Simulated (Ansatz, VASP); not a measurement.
# One calculation of KI, two programs

The input INCAR:

```
PREC = Accurate
ENCUT = 520
EDIFF = 1E-6
ISMEAR = 0
SIGMA = 0.01
LREAL = F
LASPH = T
NELM = 100
ALGO = Normal
ISIF = 2
LWAVE = F
LCHARG = F
GGA = PE
NBANDS = 24
```

Contents of KPOINTS:

```
regular mesh
0
Gamma
  6 6 4
```

The input POSCAR:

```
KI
1.0
    4.9203381273      0.0000000000      0.0000000000
   -2.4601690636      4.2611378134      0.0000000000
    0.0000000000      0.0000000000      8.5807105697
K I
2 2
Direct
    0.0000000000      0.0000000000      0.0000000000
    0.0000000000      0.0000000000      0.5000000000
    0.3333333333      0.6666666667      0.2500000000
    0.6666666667      0.3333333333      0.7500000000
```

Input for Ansatz:

```yaml
crystal:
  lattice:
    - [4.9203381273, 0.0, 0.0]
    - [-2.4601690636, 4.2611378134, 0.0]
    - [0.0, 0.0, 8.5807105697]
  atoms:
    - { symbol: K, position: [0.0, 0.0, 0.0] }
    - { symbol: K, position: [0.0, 0.0, 0.5] }
    - { symbol: I, position: [0.3333333333, 0.6666666667, 0.25] }
    - { symbol: I, position: [0.6666666667, 0.3333333333, 0.75] }
kpoints:
  mp_grid: { grid: [6, 6, 4] }
hamiltonian:
  xc: pbe
scf:
  occupations: { method: fixed }
  n_extra_bands: 5
output:
  forces: true
  stress: true
  eigenvalues: true
```

Alike in both runs: task single point; functional PBE; k mesh 6 × 6 × 4; no spin polarisation.

|  | VASP | Ansatz |
| --- | --- | --- |
| version | VASP 6.6.1 | Ansatz 0.2.0 |
| potentials or method | VASP PAW PBE potentials, release 64 (K_sv, I) | plane waves, PAW |
| plane-wave cutoff (eV) | 520 | 420 |
| occupations | gaussian, width 0.01 eV | fixed |
| valence electrons in the cell | 32 | 52 |

```csv
,VASP,Ansatz,Ansatz less VASP
gap on the k mesh at the Fermi level (eV),3.85,3.85,+0.004
pressure (GPa),0.4,0.4,-0.02
```

VASP's potentials hold 32 valence electrons a cell and Ansatz's 52, so a difference there can come from the potentials and not from the codes.

Neither program's run includes spin-orbit coupling.
